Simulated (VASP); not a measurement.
# Pd (R-3m) in VASP: a series of runs

The runs below take Pd through single point, with PBE.

Program: VASP 6.6.1. These are calculated values, not measurements. Logs are shortened: lines on timing, memory, paths and dates and some standing lists are left out, and cuts for length are marked.

## 1. The cell of the first run

The structure is trigonal, space group R-3m (No. 166). Conventional cell: a = 2.764 Å, b = 2.764 Å, c = 6.670 Å, α = 90.00°, β = 90.00°, γ = 120.00°. Pd (site symmetry -3m) has 12 Pd at 2.74 to 2.76 Å within 3.6 Å.

## 2. Single point, PBE (equal xy, yz and zx shear strains of -1 %)

INCAR

```
PREC     = Accurate       # precision mode
ENCUT    = 520            # plane-wave cutoff, eV
EDIFF    = 1E-7           # SCF threshold, eV
ISMEAR   = -1             # smearing method
SIGMA    = 0.05           # smearing width, eV
LREAL    = F              # projectors in reciprocal space
LASPH    = T              # aspherical terms in the spheres
NELM     = 60             # most SCF steps
ALGO     = Normal         # electronic algorithm
ISIF     = 2              # what is computed and relaxed
LWAVE    = F              # write WAVECAR
LCHARG   = F              # write CHGCAR
GGA      = PE             # functional
NBANDS   = 11             # bands
```

KPOINTS

```
Automatic mesh
0
Gamma
  18 18 18
```

POSCAR

```
Pd
1.0
   -0.0194490000      1.9351755000      1.9351755000
    1.9351755000     -0.0194490000      1.9351755000
    1.9351755000      1.9351755000     -0.0194490000
Pd
1
Direct
    0.0000000000      0.0000000000      0.0000000000
```

Potentials or basis: VASP PAW PBE potentials, release 64 (Pd).

Run with:

```bash
$ cat potpaw_PBE.64/Pd/POTCAR > POTCAR
$ mpirun -np 1 vasp_std > vasp.out
```

OUTCAR:

```text
PREC = Accurate
   ENCUT = 520
   EDIFF = 1E-7
   ISMEAR = -1
   LREAL = F
   LASPH = T
   NELM = 60
   ISIF = 2
   GGA = PE

 ion  position               nearest neighbor table
   1  0.000  0.000  0.000-

  LATTYP: Found a trigonal (rhomboedric) cell.
 ALAT       =     2.7368205449
 COS(alpha) =     0.4899250057

  Lattice vectors:

 A1 = (  -0.0194490000,   1.9351755000,   1.9351755000)
 A2 = (   1.9351755000,  -0.0194490000,   1.9351755000)
 A3 = (   1.9351755000,   1.9351755000,  -0.0194490000)

Analysis of symmetry for initial positions (statically):
=====================================================================
 Subroutine PRICEL returns:
 Original cell was already a primitive cell.

 Routine SETGRP: Setting up the symmetry group for a
 trigonal (rhombohedral) supercell.

 Subroutine GETGRP returns: Found 12 space group operations
 (whereof 12 operations were pure point group operations)
 out of a pool of 12 trial point group operations.

The static configuration has the point symmetry D_3d.

Analysis of symmetry for dynamics (positions and initial velocities):
=====================================================================
 Subroutine PRICEL returns:
 Original cell was already a primitive cell.

 Routine SETGRP: Setting up the symmetry group for a
 trigonal (rhombohedral) supercell.

 Subroutine GETGRP returns: Found 12 space group operations
 (whereof 12 operations were pure point group operations)
 out of a pool of 12 trial point group operations.

The dynamic configuration has the point symmetry D_3d.

 Subroutine INISYM returns: Found 12 space group operations
 (whereof 12 operations are pure point group operations),
 and found     1 'primitive' translations

----------------------------------------------------------------------------------------

                                     Primitive cell

  volume of cell :      14.7126

  direct lattice vectors                    reciprocal lattice vectors
    -0.019449000  1.935175500  1.935175500    -0.254511671  0.257095546  0.257095546
     1.935175500 -0.019449000  1.935175500     0.257095546 -0.254511671  0.257095546
     1.935175500  1.935175500 -0.019449000     0.257095546  0.257095546 -0.254511671

  length of vectors
     2.736820545  2.736820545  2.736820545     0.443815761  0.443815761  0.443815761

  position of ions in fractional coordinates (direct lattice)
     0.000000000  0.000000000  0.000000000

  ion indices of the primitive-cell ions
   primitive index   ion index
                 1           1

----------------------------------------------------------------------------------------

 KPOINTS: Automatic mesh

Automatic generation of k-mesh.
 Grid dimensions read from file:
 generate k-points for:   18   18   18

 Generating k-lattice:

  Cartesian coordinates                     Fractional coordinates (reciprocal lattice)
    -0.014139537  0.014283086  0.014283086     0.055555556  0.000000000 -0.000000000
     0.014283086 -0.014139537  0.014283086     0.000000000  0.055555556 -0.000000000
     0.014283086  0.014283086 -0.014139537     0.000000000  0.000000000  0.055555556

  Length of vectors
     0.024656431  0.024656431  0.024656431

  Shift w.r.t. Gamma in fractional coordinates (k-lattice)
     0.000000000  0.000000000  0.000000000

 Subroutine IBZKPT returns following result:
 ===========================================

 Found    580 irreducible k-points:

 Following reciprocal coordinates:
            Coordinates               Weight
  0.000000  0.000000  0.000000      1.000000
  0.055556 -0.000000 -0.000000      6.000000
  0.111111 -0.000000 -0.000000      6.000000
  0.166667  0.000000  0.000000      6.000000
  0.222222  0.000000  0.000000      6.000000
  0.277778  0.000000 -0.000000      6.000000
[... 16 lines left out ...]
 -0.277778  0.055556  0.000000     12.000000
 -0.222222  0.055556  0.000000     12.000000
 [... further k-points ...]
   k-points           NKPTS =    580   k-points in BZ     NKDIM =    580   number of bands    NBANDS=     11
   number of dos      NEDOS =    301   number of ions     NIONS =      1
   total plane-waves  NPLWV =   8000
   dimension x,y,z NGX =    20 NGY =   20 NGZ =   20
   dimension x,y,z NGXF=    40 NGYF=   40 NGZF=   40
   ions per type =               1
   NGX,Y,Z   is equivalent  to a cutoff of  12.15, 12.15, 12.15 a.u.
   NGXF,Y,Z  is equivalent  to a cutoff of  24.30, 24.30, 24.30 a.u.
 SYSTEM =  unknown system
   PREC   = accura    normal or accurate (medium, high low for compatibility)
   ISTART =      0    job   : 0-new  1-cont  2-samecut
   ICHARG =      2    charge: 1-file 2-atom 10-const
   ISPIN  =      1    spin polarized calculation?
   LNONCOLLINEAR =      F non collinear calculations
   LSORBIT =      F    spin-orbit coupling
   LASPH  =      T    aspherical Exc in radial PAW
   ENCUT  =  520.0 eV  38.22 Ry    6.18 a.u.   5.09  5.09  5.09*2*pi/ulx,y,z
   NELM   =     60;   NELMIN=  2; NELMDL= -5     # of ELM steps
   EDIFF  = 0.1E-06   stopping-criterion for ELM
   LREAL  =      F    real-space projection
   EDIFFG = 0.1E-05   stopping-criterion for IOM
   NSW    =      0    number of steps for IOM
   IBRION =     -1    ionic relax: 0-MD 1-quasi-New 2-CG
   NFREE  =      0    steps in history (QN), initial steepest desc. (CG)
   ISIF   =      2    stress and relaxation
   ISYM   =      2    0-nonsym 1-usesym 2-fastsym
   POTIM  = 0.5000    time-step for ionic-motion
   TEBEG  =    0.0;   TEEND  =   0.0 temperature during run
   PSTRESS=    0.0 pullay stress
   NELECT =      10.0000    total number of electrons
   NUPDOWN=      -1.0000    fix difference up-down
   EMIN   =  10.00;   EMAX   =-10.00  energy-range for DOS
   EFERMI =   0.00;   METHOD = LEGACY
   ISMEAR =    -1;   SIGMA  =   0.05  broadening in eV -4-tet -1-fermi 0-gaus
   EFERMI_NEDOS =   21; number of points for ismear=-14 and -15
   IALGO  =     38    algorithm
   IMIX   =      4    mixing-type and parameters
     AMIX     =   0.40;   BMIX     =  1.00
     AMIX_MAG =   1.60;   BMIX_MAG =  1.00
  volume/ion in A,a.u.               =      14.71        99.29
  Fermi-wavevector in a.u.,A,eV,Ry     =   1.439390  2.720052 28.189139  2.071843
  Thomas-Fermi vector in A             =   2.558251
   LORBIT       =      0    0 simple, 1 ext, 2 COOP (PROOUT), +10 PAW based schemes
   GGA     = PE    functional components
   LHFCALC =     F    Hartree Fock is set to
   AEXX    =    0.0000 exact exchange contribution
   IVDW    =     0    specifies the selected vdW correction
   LEPSILON=     F    determine dielectric tensor
   LRPA    =     F    only Hartree local field effects (RPA)
 non-spin polarized calculation
  energy-cutoff  :      520.00
  volume of cell :       14.71
 maximum number of plane-waves:       404
   NGX = 11   NGY = 11   NGZ = 11

 number of electron      10.0000000 magnetization

 number of electron       9.9999999 magnetization

 Free energy of the ion-electron system (eV)
  ---------------------------------------------------
  ext. energy  EPLUGINS =         0.00000000
  ---------------------------------------------------
  free energy    TOTEN  =        -5.21564533 eV

  energy without entropy =       -5.19777298  energy(sigma->0) =       -5.20670916

 E-fermi :   9.8274     XC(G=0): -13.2008

 val. band max:        9.8272428856   @ k =   0.4444   0.1667   0.0000
 cond. band min:       9.8275213943   @ k =   0.3889   0.0556   0.0000
 fundamental gap:      0.0002785087
 Fermi energy:         9.8274297686

 k-point     1 :       0.0000    0.0000    0.0000
  band No.  band energies     occupation
      1       2.6670      2.00000
      2       6.9254      2.00000
      3       6.9254      2.00000
      4       7.0673      2.00000
      5       8.5954      2.00000
      6       8.5954      2.00000
      7      27.0148      0.00000
      8      31.6480      0.00000
      9      31.6480      0.00000
     10      32.1543      0.00000
     11      36.0391      0.00000

 k-point     2 :       0.0556   -0.0000   -0.0000
  band No.  band energies     occupation
      1       2.7788      2.00000
      2       6.8940      2.00000
      3       6.9609      2.00000
      4       7.0997      2.00000
      5       8.5776      2.00000
      6       8.5778      2.00000
      7      27.1311      0.00000
      8      30.9415      0.00000
      9      31.7821      0.00000
     10      32.2411      0.00000
     11      36.0859      0.00000

 k-point     3 :       0.1111   -0.0000   -0.0000
  band No.  band energies     occupation
      1       3.1016      2.00000
      2       6.8037      2.00000
      3       7.0524      2.00000
      4       7.1976      2.00000
      5       8.5414      2.00000
      6       8.5427      2.00000
      7      27.3800      0.00000
      8      29.4436      0.00000
      9      32.1639      0.00000
     10      32.5882      0.00000
     11      36.2033      0.00000

 k-point     4 :       0.1667    0.0000    0.0000
  band No.  band energies     occupation
      1       3.5883      2.00000
      2       6.7179      2.00000
      3       7.1518      2.00000
      4       7.3126      2.00000
      5       8.5411      2.00000
      6       8.5425      2.00000
      7      26.9948      0.00000
      8      28.3447      0.00000
      9      32.7223      0.00000
     10      33.1072      0.00000
     11      36.0384      0.00000
[... 239 lines left out ...]
 k-point    22 :      -0.3333    0.0556    0.0000
  band No.  band energies     occupation
      1       4.6874      2.00000
      2       6.9874      2.00000
      3       7.2123      2.00000
      4       8.1050      2.00000
      5       9.1387      2.00000
      6       9.8276      0.99879
      7      20.6126      0.00000
      8      27.1753      0.00000
      9      30.9756      0.00000
     10      33.2058      0.00000
     11      35.9310      0.00000

 k-point    23 :      -0.2778    0.0556    0.0000
  band No.  band energies     occupation
      1       4.6441      2.00000
      2       7.0646      2.00000
      3       7.3041      2.00000
      4       7.3356      2.00000
      5       8.7851      2.00000
      6       9.3655      1.99981
      7      22.6423      0.00000
      8      27.6653      0.00000
      9      31.6078      0.00000
     10      34.6738      0.00000
     11      35.0179      0.00000

 k-point    24 :      -0.2222    0.0556    0.0000
  band No.  band energies     occupation
      1       4.3637      2.00000
      2       6.7381      2.00000
      3       7.2196      2.00000
      4       7.4012      2.00000
      5       8.4973      2.00000
      6       9.0126      2.00000
      7      24.6813      0.00000
      8      28.0556      0.00000
      9      32.0709      0.00000
     10      34.4347      0.00000
     11      34.9860      0.00000

 [... further k-points ...]

------------------------ aborting loop because EDIFF is reached ----------------------------------------

  FORCE on cell =-STRESS in cart. coord.  units (eV):
  Direction    XX          YY          ZZ          XY          YZ          ZX
  --------------------------------------------------------------------------------------
  -------------------------------------------------------------------------------------
  Total        0.6717046      0.6717046      0.6717046      0.0716885      0.0716885      0.0716885
  in kB       73.1475409     73.1475409     73.1475409      7.8067647      7.8067647      7.8067647
  external PRESSURE =      73.1475409 kB  Pullay stress =       0.0000000 kB

 VOLUME and BASIS-vectors are now :
 -----------------------------------------------------------------------------
  energy-cutoff  :      520.00
  volume of cell :       14.71
      direct lattice vectors                 reciprocal lattice vectors
    -0.019449000  1.935175500  1.935175500    -0.254511671  0.257095546  0.257095546
     1.935175500 -0.019449000  1.935175500     0.257095546 -0.254511671  0.257095546
     1.935175500  1.935175500 -0.019449000     0.257095546  0.257095546 -0.254511671

 POSITION                                       TOTAL-FORCE (eV/Angst)
 -----------------------------------------------------------------------------------
      0.00000      0.00000      0.00000         0.000000      0.000000     -0.000000
 -----------------------------------------------------------------------------------
    total drift:                                0.000000     -0.000000     -0.000000

  FREE ENERGIE OF THE ION-ELECTRON SYSTEM (eV)
  ---------------------------------------------------
  free  energy   TOTEN  =        -5.2156453322 eV

  energy  without entropy=       -5.1977729827  energy(sigma->0) =       -5.20670916
```

It took 2.5 min on 1 thread of Intel Xeon 8259CL, shared host; peak memory 0.2 GiB.

What came out:

| Property | Result |
| --- | --- |
| Free energy | -5.2156 eV |
| Pressure | 7.3 GPa |
| Band gap on the k mesh | zero (bands 5 and 6 overlap by 1.64 eV) |

Levels at points of the mesh, in eV from the Fermi level:
```csv
k point,band 2,band 3,band 4,band 5,band 6,band 7,band 8,band 9
"(0.00, 0.00, 0.00)",-2.90,-2.90,-2.76,-1.23,-1.23,17.19,21.82,21.82
"(0.50, 0.00, 0.00)",-2.99,-2.81,-0.07,0.00,0.96,7.27,16.60,21.07
"(0.50, 0.50, 0.00)",-5.13,-0.06,0.28,0.30,3.35,10.80,13.03,13.42
"(0.50, 0.50, 0.50)",-2.91,-2.91,0.00,0.00,1.15,7.56,16.42,20.90
```

Caveat: the cell differs from its parent crystal (equal xy, yz and zx shear strains of -1 %); the cell stands under pressure.

## 3. Single point, PBE (equal xy, yz and zx shear strains of +2 %)

INCAR

```
PREC = Accurate
ENCUT = 520
EDIFF = 1E-6
ISMEAR = -1
SIGMA = 0.05
LREAL = F
LASPH = T
NELM = 60
ALGO = Normal
ISIF = 2
LWAVE = F
LCHARG = F
GGA = PE
NBANDS = 11
```

KPOINTS is that of step 2.

POSCAR

```
Pd
1.0
    0.0388980000      1.9643490000      1.9643490000
    1.9643490000      0.0388980000      1.9643490000
    1.9643490000      1.9643490000      0.0388980000
Pd
1
Direct
    0.0000000000      0.0000000000      0.0000000000
```

Potentials or basis: VASP PAW PBE potentials, release 64 (Pd).

Run with:

```bash
$ cat potpaw_PBE.64/Pd/POTCAR > POTCAR
$ mpirun -np 1 vasp_std > vasp.out
```

Run time: 2.4 min. Hardware: 1 thread of Intel Xeon 8259CL, shared host; peak memory 0.22 GiB.

It converged, with:

```yaml
Free_energy: -5.2122 eV
Pressure: 7.5 GPa
Band_gap_on_the_k_mesh: zero (bands 5 and 6 overlap by 1.62 eV)
```

Stress tensor (GPa, compression positive):
```
 7.49 -1.61 -1.61
-1.61  7.49 -1.61
-1.61 -1.61  7.49
```

Levels at points of the mesh, in eV from the Fermi level:
| k point | band 3 | band 4 | band 5 | band 6 | band 7 | band 8 |
| --- | --- | --- | --- | --- | --- | --- |
| (0.00, 0.00, 0.00) | -2.78 | -2.78 | -1.22 | -1.22 | 17.16 | 21.36 |
| (0.50, 0.00, 0.00) | -2.73 | -0.10 | 0.06 | 1.10 | 7.49 | 16.46 |
| (0.50, 0.50, 0.00) | -0.07 | 0.29 | 0.30 | 3.35 | 10.81 | 12.85 |
| (0.50, 0.50, 0.50) | -2.89 | -0.07 | -0.07 | 0.75 | 6.91 | 16.81 |

Caveat: the cell differs from its parent crystal (equal xy, yz and zx shear strains of +2 %); the cell stands under pressure.
